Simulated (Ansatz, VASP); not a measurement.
# Ta in VASP and in Ansatz

```
Ta
1.0
     0.00000    1.91914    1.91914
     1.91914    0.00000    1.91914
     1.91914    1.91914    0.00000
Ta
1
Direct
  0.00000 0.00000 0.00000
```

Change from the starting cell: volume scaled by 0.75, LAPW.

Alike in both runs: task single point; functional PBE; k mesh 16 × 16 × 16; occupations fermi-dirac, width 0.1 eV; no spin polarisation.

```csv
,VASP,Ansatz
version,VASP 6.6.1,Ansatz 0.2.0
potentials or method,"VASP PAW PBE potentials, release 64 (Ta_pv), cutoff 520 eV","all-electron LAPW, scalar-relativistic"
```

|  | VASP | Ansatz | Ansatz less VASP |
| --- | --- | --- | --- |
| pressure (GPa) | 92.9 | 90.8 | -2.04 |

Both programs put the cell under a high pressure, so it lies far from rest at this level. Ansatz ran all-electron here, and VASP with PAW potentials.

Neither program's run includes spin-orbit coupling. Noted on VASP's run: the cell as given lies far from equilibrium.
